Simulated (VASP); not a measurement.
Wanted: the native input for a VASP 6.6.1 run.

```
Task                   : relaxation of cell and atoms
Functional             : BLYP
Potentials or basis    : VASP PAW PBE potentials, release 64 (Cl, Na_pv)
Cutoff                 : 600 eV
k mesh                 : 8 × 8 × 8
Occupations            : fermi-dirac, width 0.05 eV
Spin                   : no spin polarisation
Dipole correction      : no
Further INCAR settings : ALGO = Normal; EDIFF = 1e-06; IBRION = 2; EDIFFG = -0.01; NSW = 60; ISIF = 3
```

The structure of NaCl lies in POSCAR:

```
NaCl
1.0
    3.5021900000      0.0000000000      0.0000000000
    0.0000000000      3.5021900000      0.0000000000
    0.0000000000      0.0000000000      3.5021900000
Cl Na
1 1
Direct
    0.5000000000      0.5000000000      0.5000000000
    0.0000000000      0.0000000000      0.0000000000
```

The input as run:

INCAR

```
PREC     = Accurate       # precision mode
ENCUT    = 600            # plane-wave cutoff, eV
EDIFF    = 1E-6           # SCF threshold, eV
ISMEAR   = -1             # smearing method
SIGMA    = 0.05           # smearing width, eV
LREAL    = False          # projectors in reciprocal space
LASPH    = True           # aspherical terms in the spheres
NELM     = 80             # most SCF steps
ALGO     = Normal         # electronic algorithm
ISIF     = 3              # what is computed and relaxed
LWAVE    = False          # write WAVECAR
LCHARG   = False          # write CHGCAR
GGA      = B5             # functional
ALDAX    = 1.0          
AGGAX    = 1.0          
AGGAC    = 1.0          
ALDAC    = 0.0          
IBRION   = 2              # ionic algorithm
NSW      = 60             # ionic steps
EDIFFG   = -0.01          # ionic threshold
```

KPOINTS

```
regular mesh
0
Gamma
  8 8 8
```

Potentials or basis: VASP PAW PBE potentials, release 64 (Cl, Na_pv).

Launch:

```console
$ cat potpaw_PBE.64/Cl/POTCAR potpaw_PBE.64/Na_pv/POTCAR > POTCAR
$ mpirun -np 1 vasp_std > vasp.out
```

It gave:

* Relaxed volume: 22.47 Å³/atom
* Relaxed cell: a = 3.555 Å, b = 3.555 Å, c = 3.555 Å, α = 90.00°, β = 90.00°, γ = 90.00°
* Space group after relaxing (to 0.05 Å): Pm-3m (No. 221)
* Energy gained by relaxing: 3.3 meV/atom
* Ionic steps: 4
* Pressure after relaxing: 0.0 GPa
* Band gap on the k mesh: 3.89 eV, indirect (least direct gap 4.35 eV)

Caveat: the PAW data sets were made with another functional, which shifts forces and pressure a little.

Run time: 45 s on 1 thread of AMD EPYC 7R13 Processor (Zen 3), on a shared host, peak memory 0.13 GiB.
